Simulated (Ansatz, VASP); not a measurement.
## Two plane-wave programs on NaH

```xyz
2
Lattice="0.0000 2.4400 2.4400 2.4400 0.0000 2.4400 2.4400 2.4400 0.0000" Properties=species:S:1:pos:R:3 pbc="T T T"
Na    0.0000    0.0000    0.0000
H     2.4400    2.4400    2.4400
```

Alike in both runs: task single point; functional r2SCAN; k mesh 6 × 6 × 6; occupations gaussian, width 0.1 eV; no spin polarisation.

|  | VASP | Ansatz |
| --- | --- | --- |
| version | VASP 6.6.1 | Ansatz 0.2.0 |
| potentials or method | VASP PAW PBE potentials, release 64 (Na_pv, H), cutoff 520 eV | scalar-relativistic, plane waves, PAW |
| valence electrons in the cell | 8 | 10 |

```tsv
	VASP	Ansatz	Ansatz less VASP
gap on the k mesh at the Fermi level (eV)	4.36	4.35	-0.010
least direct gap on the mesh (eV)	5.14	5.14	+0.008
pressure (GPa)	-1.3	-1.2	+0.15
```

VASP's potentials were made for PBE, not for r2SCAN. With one functional, cell and mesh, what is left measures potentials, basis and numerics. VASP's potentials hold 8 valence electrons a cell and Ansatz's 10, so a difference there can come from the potentials and not from the codes.
